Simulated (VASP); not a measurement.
Input of a VASP 6.6.1 run:

The input INCAR:

```
SYSTEM = AlN
PREC = Accurate ; ENCUT = 520
EDIFF = 1E-8 ; ISMEAR = -1
SIGMA = 0.02 ; LREAL = .False.
LASPH = .True. ; NELM = 100
ALGO = Normal ; ISIF = 2
LWAVE = .False. ; LCHARG = .False.
GGA = CA ; LEFG = .True.
NBANDS = 11
```

File KPOINTS:

```
regular mesh
0
Gamma
  10 10 10
  0 0 0
```

The input POSCAR:

```
AlN
1.0
    0.0000000000      1.9910997195      1.9910997195
    1.9910997195      0.0000000000      1.9910997195
    1.9910997195      1.9910997195      0.0000000000
Al N
1 1
Direct
    0.0000000000      0.0000000000      0.0000000000
    0.5000000000      0.5000000000      0.5000000000
```

Potentials or basis: VASP PAW LDA potentials, release 64 (Al, N).

Launch:

```bash
$ cat potpaw_LDA.64/Al/POTCAR potpaw_LDA.64/N/POTCAR > POTCAR
$ mpirun -np 1 vasp_std > vasp.out
```

Predict the band gap on the k mesh.

4.91 eV, indirect (least direct gap 6.45 eV).

Estimate the pressure.

7.0 GPa.

Caveat: without QUAD_EFG the Cq values of the log hold for a quadrupole moment of 1 mb, not for the nuclei. A k mesh can miss the band edges.
